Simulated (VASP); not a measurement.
# Rh: single point with PBE

The system is Rh.

```
Rh
1.0
     0.00000    2.19565    1.61226
     2.19565    0.00000    1.61226
     2.19565    2.19565    0.00000
Rh
1
Direct
  0.00000 0.00000 0.00000
```

This cell differs from its parent crystal: volume 15.545 Å^3 an atom, c/a of the conventional cell 0.7343.

```json
{"Program": "VASP 6.6.1", "Task": "single point", "Functional": "PBE", "Potentials or basis": "VASP PAW PBE potentials, release 64 (Rh_pv)", "Cutoff": "520 eV", "k mesh": "22 × 22 × 22", "Occupations": "gaussian, width 0.15 eV", "Spin": "no spin polarisation", "Dipole correction": "no", "Further INCAR settings": "ALGO = Fast; EDIFF = 1e-07; NBANDS = 14"}
```

| Quantity | Value |
| --- | --- |
| Pressure | -14.0 GPa |

Stress tensor (GPa, compression positive):
```
-16.81   0.00   0.00
  0.00 -16.81   0.00
  0.00   0.00  -8.45
```

Levels at points of the mesh, in eV from the Fermi level:
```tsv
k point	band 5	band 6	band 7	band 8	band 9	band 10
(0.00, 0.00, 0.00)	-2.54	-2.54	-2.29	-0.57	-0.20	17.83
(0.50, 0.00, 0.00)	-3.64	-0.61	-0.08	1.31	1.33	8.16
(0.50, 0.50, 0.00)	-4.93	0.84	0.96	0.96	8.25	9.37
(0.50, 0.00, 0.50)	-3.94	-0.21	-0.02	1.38	1.57	8.54
```

Run time: 95 s on 1 thread of Intel(R) Xeon(R) Platinum 8488C (Sapphire Rapids) (shared host), peak memory 0.26 GiB.
